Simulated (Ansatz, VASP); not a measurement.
## One calculation of C, two programs

```xyz
4
Lattice="1.2581 -2.2781 0.0000 1.2581 2.2781 0.0000 0.0000 0.0000 7.3778" Properties=species:S:1:pos:R:3 pbc="T T T"
C     1.2581    1.8985    5.5322
C     1.2581   -0.3796    1.8456
C     1.2581   -1.8985    1.8456
C     1.2581    0.3796    5.5322
```

Change from the starting cell: normal strain along x +0.0233, normal strain along y +0.0700.

Alike in both runs: task single point; functional PBEsol; k mesh 18 × 18 × 6; occupations gaussian, width 0.15 eV; no spin polarisation.

|  | VASP | Ansatz |
| --- | --- | --- |
| version | VASP 6.6.1 | Ansatz 0.2.0 |
| potentials or method | VASP PAW PBE potentials, release 64 (C), cutoff 520 eV | scalar-relativistic, plane waves, PAW |
| valence electrons in the cell | 16 | 16 |

VASP gave:

* gap on the k mesh at the Fermi level (eV): none
* pressure (GPa): -27.6
* traceless stress, the component that is largest in VASP (GPa): -28.42
* rms of the force components (eV/Å): 0.022

Problem. What did Ansatz give for the same quantities?

Solution. gap on the k mesh at the Fermi level (eV): none; pressure (GPa): -28.1; traceless stress, the component that is largest in VASP (GPa): -28.63; rms of the force components (eV/Å): 0.013.

VASP's potentials were made for PBE, not for PBEsol, and Ansatz warns of the same on its side. Atom by atom the forces differ by 0.009 eV/Å (rms over components). A gap of «none» marks a metal or a gap that the smearing closes.
